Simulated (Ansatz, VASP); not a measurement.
## Two plane-wave programs on BaS

```
Ba S
1.0
     0.00000    3.16594    3.16594
     3.16594    0.00000    3.16594
     3.16594    3.16594    0.00000
Ba S
1 1
Cartesian
  0.0000 0.0000 0.0000
  3.1659 3.1659 3.1659
```

Alike in both runs: functional PBEsol; k mesh 8 × 8 × 8; occupations gaussian, width 0.02 eV; no spin polarisation.

Ansatz relaxed the structure, and its values are those at the end. VASP's run is a single point on that final structure, the one shown.

|  | VASP | Ansatz |
| --- | --- | --- |
| version | VASP 6.6.1 | Ansatz 0.2.0 |
| potentials or method | VASP PAW PBE potentials, release 64 (Ba_sv, S), cutoff 520 eV | scalar-relativistic, plane waves, PAW |
| valence electrons in the cell | 16 | 16 |

|  | VASP | Ansatz | Ansatz less VASP |
| --- | --- | --- | --- |
| gap on the k mesh at the Fermi level (eV) | 1.93 | 2.04 | +0.105 |
| least direct gap on the mesh (eV) | 2.06 | 2.13 | +0.071 |
| pressure (GPa) | 0.7 | 0.0 | -0.68 |

VASP's potentials were made for PBE, not for PBEsol.

Neither program's run includes spin-orbit coupling.
